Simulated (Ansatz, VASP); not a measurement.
**Two plane-wave programs on CsSn2N3**

```
Cs Sn N
1.0
     6.03598    0.00000    0.00000
    -3.01799    5.22731    0.00000
     0.00000    0.00000    3.67542
Cs Sn N
1 2 3
Direct
  0.00000 0.00000 0.00000
  0.33333 0.66667 0.00000
  0.66667 0.33333 0.00000
  0.50000 0.00000 0.50000
  0.50000 0.50000 0.50000
  0.00000 0.50000 0.50000
```

Alike in both runs: task single point; functional PBE; k mesh 6 × 6 × 6; occupations gaussian, width 0.1 eV; no spin polarisation.

|  | VASP | Ansatz |
| --- | --- | --- |
| version | VASP 6.6.1 | Ansatz 0.2.0 |
| potentials or method | VASP PAW PBE potentials, release 64 (Cs_sv, Sn_d, N), cutoff 520 eV | scalar-relativistic, plane waves, PAW |
| valence electrons in the cell | 52 | 52 |

|  | VASP | Ansatz | Ansatz less VASP |
| --- | --- | --- | --- |
| gap on the k mesh at the Fermi level (eV) | none | none | - |
| pressure (GPa) | -7.9 | -8.0 | -0.10 |
| traceless stress, the component that is largest in VASP (GPa) | -22.33 | -22.35 | -0.015 |

A gap of «none» marks a metal or a gap that the smearing closes. With one functional, cell and mesh, what is left measures potentials, basis and numerics.

Neither program's run includes spin-orbit coupling.
